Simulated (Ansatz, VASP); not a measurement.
**Pb8CS8O: VASP beside Ansatz**

```
Pb S C O
1.0
     8.49804    0.00000    0.00000
     0.00000    8.49804    0.00000
     0.00000    0.00000   20.71663
Pb S C O
8 8 1 1
Direct
  0.25000 0.25000 0.19308
  0.25000 0.75000 0.19308
  0.75000 0.25000 0.19308
  0.75000 0.75000 0.19308
  0.00000 0.00000 0.32421
  0.00000 0.50000 0.32421
  0.50000 0.00000 0.32421
  0.50000 0.50000 0.32421
  0.00000 0.00000 0.19308
  0.00000 0.50000 0.19308
  0.50000 0.00000 0.19308
  0.50000 0.50000 0.19308
  0.25000 0.25000 0.32310
  0.25000 0.75000 0.32310
  0.75000 0.25000 0.32310
  0.75000 0.75000 0.32310
  0.68881 0.00000 0.46903
  0.81119 0.00000 0.46903
```

Alike in both runs: task single point; functional PBE; k mesh 3 × 3 × 1; occupations gaussian, width 0.05 eV; no spin polarisation.

|  | VASP | Ansatz |
| --- | --- | --- |
| version | VASP 6.6.1 | Ansatz 0.2.0 |
| potentials or method | VASP PAW PBE potentials, release 64 (Pb_d, S, C, O), cutoff 520 eV | scalar-relativistic, plane waves, PAW |
| valence electrons in the cell | 170 | 170 |

|  | VASP | Ansatz | Ansatz less VASP |
| --- | --- | --- | --- |
| gap on the k mesh at the Fermi level (eV) | 1.84 | 1.83 | -0.003 |
| least direct gap on the mesh (eV) | 1.84 | 1.83 | -0.003 |
| rms of the force components (eV/Å) | 3.311 | 2.968 | -0.3429 |

The functional is the same, so the differences come from potentials, cutoffs and numerics.

Spin-orbit coupling is off throughout. Noted on VASP's run: the standard files for N, O and F lose accuracy on very short bonds.
